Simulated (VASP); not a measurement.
Runs of VASP 6.6.1 on Co. The structure is that of space group P6_3/mmc (No. 194), or close to it. The cells are those of the table. 

| cell | gap on the mesh (eV) | pressure (GPa) | moment (μB) |
| --- | --- | --- | --- |
| a = 2.427, b = 2.427, c = 7.860 Å, angles 90.0, 90.0, 120.0°, 4 atoms | none | (a) | 6.26 |
| a = 2.560, b = 2.560, c = 8.292 Å, angles 90.0, 90.0, 120.0°, 4 atoms | none | -13.9 | 6.76 |
| a = 2.528, b = 2.528, c = 8.188 Å, angles 90.0, 90.0, 120.0°, 4 atoms | none | -8.2 | 6.61 |
| a = 2.495, b = 2.495, c = 8.082 Å, angles 90.0, 90.0, 120.0°, 4 atoms | none | -1.0 | 6.46 |
| a = 2.391, b = 2.391, c = 7.745 Å, angles 90.0, 90.0, 120.0°, 4 atoms | none | (b) | 6.14 |

Alike in all rows: task single point; level PBE; potentials or basis VASP PAW PBE potentials, release 64 (Co); spin collinear, ferromagnetic start; k mesh 16 × 16 × 5; cutoff (eV) 520; smearing fermi-dirac 0.05 eV.

Q: Fill in the values left out.

A: (a) 20.2; (b) 35.2.

Caveats: the cell stands under pressure (at least some runs); the cell stands under tension (at least some runs).

A gap of «none» marks levels without a gap at the run's occupations.
